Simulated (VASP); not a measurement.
# Fe: single point with RPBE

Crystal: Fe.

```
CELL_PARAMETERS angstrom
2.43193 0.00000 0.00000
0.00000 2.43193 0.00000
0.00000 0.00000 2.43193
ATOMIC_POSITIONS crystal
Fe 0.00000 0.00000 0.00000
```

This cell differs from its parent crystal: volume scaled by 1.04.

| Quantity | Value |
| --- | --- |
| Program | VASP 6.6.1 |
| Task | single point |
| Functional | RPBE |
| Potentials or basis | VASP PAW PBE potentials, release 64 (Fe) |
| Cutoff | 520 eV |
| k mesh | 15 × 15 × 15 |
| Occupations | fermi-dirac, width 0.05 eV |
| Spin | collinear spin, ferromagnetic start |
| Starting moments | [2.497] μB |
| Dipole correction | no |
| Further INCAR settings | ALGO = Normal; EDIFF = 1e-06; NBANDS = 14 |

The pressure is -3.7 GPa. The net moment is 2.54 μB per cell. The site moments are Fe +2.54 μB. The valence electrons inside the program's atomic spheres are Fe 7.04.

Levels at points of the mesh, in eV from the Fermi level:
Spin up:
| k point | band 3 | band 4 | band 5 | band 6 | band 7 | band 8 |
| --- | --- | --- | --- | --- | --- | --- |
| (0.00, 0.00, 0.00) | -3.69 | -0.81 | -0.81 | -0.81 | 17.75 | 17.75 |
Spin down:
```csv
k point,band 1,band 2,band 3,band 4,band 5,band 6,band 7
"(0.00, 0.00, 0.00)",-7.15,-2.04,-2.03,2.47,2.47,2.47,18.34
```

It took 17 s on 1 thread of Intel(R) Xeon(R) 6975P-C (Granite Rapids), on a shared host, peak memory 0.14 GiB.

Caveat: the PAW data sets were made with another functional, which shifts forces and pressure a little.
